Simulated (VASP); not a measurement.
A run of VASP 6.6.1 is set up as follows.

File INCAR:

```
PREC = Accurate
ENCUT = 420
EDIFF = 1E-6
ISMEAR = -1
SIGMA = 0.3447
LREAL = Auto
LASPH = T
NELM = 120
ALGO = Normal
ISIF = 2
LWAVE = F
LCHARG = T
GGA = PE
LELF = T
LVHAR = T
NBANDS = 61
ISYM = -1
GGA_COMPAT = F
```

File KPOINTS:

```
explicit points
1
Reciprocal
  0.25000000   0.25000000   0.25000000 1
```

File POSCAR:

```
BAs3
1.0
    7.1150020000      0.1216840000     -0.0762260000
    0.1216840000      7.4579790000      0.0655730000
   -0.0762260000      0.0655730000      7.5605040000
B As
5 15
Direct
   -0.0051759986      0.4969208004      0.8949711377
    0.2472435859      0.5522861435      0.4632539485
    0.9342049872      0.5128339393      0.1286573818
    0.3392461917      0.3778426282      0.5347746798
    0.0584443407      0.6015576091      0.3090485821
    0.6636666736      0.4267896071      0.1934402496
    0.9825792825      0.3332906940      0.4516924027
    0.6051319395      0.9565991268      0.1322484206
    0.7394701868      0.6496658673     -0.0715398981
    1.0949220888      0.2908417857      0.7251547202
    0.5887890005      0.3666397580      0.5713812679
    0.1794033664      1.0207173769      0.8763320144
    0.3804691187      0.7480467856      0.0339892641
    0.9743732410      0.8623571314      0.3022278978
    0.2930319594      0.3517103225      0.2142116390
    0.1914504678      0.7641825969      0.5751876803
    0.3253327593      0.9840759932      0.3012690688
    0.8313630698      0.6677497465      0.5405552497
    0.6610648261      0.8827724301      0.7167087394
    0.6141116611      0.2116864550      0.9038064605
```

Potentials or basis: VASP PAW PBE potentials, release 64 (B, As).

Run with:

```sh
$ cat potpaw_PBE.64/B/POTCAR potpaw_PBE.64/As/POTCAR > POTCAR
$ mpirun -np 1 vasp_std > vasp.out
```

Question: Predict the pressure.

Answer: 6.4 GPa.

Question: Predict the largest force.

Answer: 4.821 eV/Å.

Forces in eV/Å, atoms in the order of the input:
```
B   -0.992 -0.196  1.326
B   -1.522 -1.003 -3.437
B    1.666 -0.007 -1.074
B   -2.849 -1.639  0.224
B    0.541 -1.539 -0.952
As   0.124 -0.562 -0.030
As  -1.020 -0.051 -3.586
As   1.528  0.160 -0.131
As   1.013 -0.749 -0.289
As   1.613  0.798  3.023
As   3.756 -0.843  1.292
As   0.286 -1.030  0.404
As  -0.987 -0.115  0.180
As  -0.665  1.015  0.094
As  -0.701  0.224  0.293
As  -0.529  3.983  2.664
As  -0.555 -0.075  0.398
As  -0.351  0.400  0.105
As  -0.559  1.188 -0.626
As   0.202  0.042  0.120
```

Caveat: the atoms stand as in a frame of molecular dynamics.
